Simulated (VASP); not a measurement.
## KI: single point with PBEsol

The system is KI.

```
CELL_PARAMETERS angstrom
0.00000 3.96589 3.96589
3.96589 0.00000 3.96589
3.96589 3.96589 0.00000
ATOMIC_POSITIONS crystal
K 0.00000 0.00000 0.00000
I 0.25000 0.25000 0.25000
```

```
Program             : VASP 6.6.1
Task                : single point
Functional          : PBEsol
Potentials or basis : VASP PAW PBE potentials, release 64 (K_sv, I)
Cutoff              : 520 eV
k mesh              : 4 × 4 × 4
Occupations         : gaussian, width 0.01 eV
Spin                : no spin polarisation
```

The pressure is -0.2 GPa and the band gap on the k mesh is 3.93 eV.

Levels at points of the mesh, in eV from the valence-band top:
```
           k point  band 6  band 7  band 8  band 9  band 10  band 11
(0.00, 0.00, 0.00)    0.00    0.00    0.00    3.93     7.54     7.54
(0.50, 0.00, 0.00)   -0.46   -0.01   -0.01    5.65     6.53     7.12
(0.50, 0.50, 0.00)   -0.48   -0.06   -0.06    5.31     6.24     7.92
```

Run time: 10 s on 1 thread of Intel(R) Xeon(R) 6975P-C (Granite Rapids), with other jobs on the host, peak memory 0.25 GiB.

Caveat: the PAW data sets were made with another functional, which shifts forces and pressure a little; spin-orbit coupling is left out, which moves the levels of the heavy elements.
